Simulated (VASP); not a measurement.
Runs of VASP 6.6.1 on BiTe. The structure is that of space group R-3m (No. 166), or close to it. The cells are those of the table. 

```csv
cell,gap on the mesh (eV),pressure (GPa)
"a = 4.556 Å, angles 67.9°, 2 atoms",none,(b)
"a = 4.369 Å, angles 71.2°, 2 atoms",none,-3.6
"a = 4.512 Å, angles 66.8°, 2 atoms",none,-3.7
"a = 4.385 Å, angles 69.0°, 2 atoms",none,-2.4
"a = 4.431 Å, angles 70.1°, 2 atoms",none,-4.2
"a = 4.493 Å, angles 69.0°, 2 atoms",none,(a)
"a = 4.448 Å, angles 67.9°, 2 atoms",none,-3.1
```

Alike in all rows: task single point; level PBE; potentials or basis VASP PAW PBE potentials, release 64 (Bi_d, Te); no spin polarisation; k mesh 12 × 12 × 12; cutoff (eV) 520; smearing gaussian 0.15 eV.

Question: Fill in the values left out.

Answer: (a) -4.6; (b) -5.1.

Caveats: spin-orbit coupling is left out, which moves the levels of the heavy elements.

A k mesh can miss the band edges, and the runs leave out spin-orbit coupling on Bi, Te.

A gap of «none» marks levels without a gap at the run's occupations.
